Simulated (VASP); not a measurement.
The system is Mg2C.

```
C Mg
1.0
     0.00000    2.72985    2.72985
     2.72985    0.00000    2.72985
     2.72985    2.72985    0.00000
C Mg
1 2
Direct
  0.00000 0.00000 0.00000
  0.25000 0.25000 0.25000
  0.75000 0.75000 0.75000
```

| Item | Value |
| --- | --- |
| Program | VASP 6.6.1 |
| Task | relaxation of cell and atoms |
| Functional | LDA |
| Potentials or basis | VASP PAW LDA potentials, release 64 (C, Mg) |
| Cutoff | 600 eV |
| k mesh | 8 × 8 × 8 |
| Occupations | fermi-dirac, width 0.02 eV |
| Spin | no spin polarisation |

At the start: pressure -5.8 GPa; volume 13.56 Å³/atom.

Question: How do energy, volume and symmetry change on relaxing?

Answer: Over 3 steps the energy falls by 16.0 meV/atom and the volume is 12.73 Å³/atom (-6.1 %); space group Fm-3m (No. 225, to 0.1 Å) before and after.

The path:
| step | energy change (eV) | largest force (eV/Å) | pressure (GPa) | volume (Å³) |
| --- | --- | --- | --- | --- |
| 1 | 0.0000 | 0.0000 | -5.84 | 40.69 |
| 2 | -0.0470 | 0.0000 | 0.97 | 37.84 |
| 3 | -0.0481 | 0.0000 | 0.01 | 38.18 |

Final structure:
```cif
data_structure
_symmetry_space_group_name_H-M 'P 1'
_symmetry_Int_Tables_number 1
_cell_length_a 3.7798
_cell_length_b 3.7798
_cell_length_c 3.7798
_cell_angle_alpha 60.000
_cell_angle_beta 60.000
_cell_angle_gamma 60.000
_cell_volume 38.18
loop_
_atom_site_label
_atom_site_type_symbol
_atom_site_fract_x
_atom_site_fract_y
_atom_site_fract_z
_atom_site_occupancy
C1 C 0.00000 0.00000 0.00000 1
Mg1 Mg 0.25000 0.25000 0.25000 1
Mg2 Mg 0.75000 0.75000 0.75000 1
```

Caveat: the structure was generated, so it needn't be the stable form of Mg2C.
